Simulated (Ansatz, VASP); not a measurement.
## Two plane-wave programs on Co

```
Co
1.0
     2.50209    0.00000    0.00000
    -1.25105    2.16688    0.00000
     0.00000    0.00000    4.06354
Co
2
Direct
  0.33333 0.66667 0.25000
  0.66667 0.33333 0.75000
```

Change from the starting cell: volume scaled by 0.98, PAW files.

Alike in both runs: task electric field gradients; functional PBEsol; k mesh 19 × 19 × 10; occupations fermi-dirac, width 0.05 eV; collinear spin.

```csv
,VASP,Ansatz
version,VASP 6.6.1,Ansatz 0.2.0
potentials or method,"VASP PAW PBE potentials, release 64 (Co)","PAW with Ansatz's default frozen-core files, scalar-relativistic"
plane-wave cutoff (eV),520,420
valence electrons in the cell,18,34
```

Ansatz gave:

```
pressure (GPa)                                                : -12.7
traceless stress, the component that is largest in VASP (GPa) : -1.01
net moment per atom (μB)                                      : 1.63
size of the moment on the site where the two differ most (μB) : 1.70
size of Vzz on the site where it differs most (V/Å²)          : 1.9
```

Question: Which values does VASP return?

Answer: Pressure (GPa): -13.3; traceless stress, the component that is largest in VASP (GPa): -1.08; net moment per atom (μB): 1.62; size of the moment on the site where the two differ most (μB): 1.64; size of Vzz on the site where it differs most (V/Å²): 2.1.

VASP's potentials were made for PBE, not for PBEsol. Site moments also hang on the region over which each program counts them. With one functional, cell and mesh, what is left measures potentials, basis and numerics. VASP's potentials hold 18 valence electrons a cell and Ansatz's 34, so a difference there can come from the potentials and not from the codes.
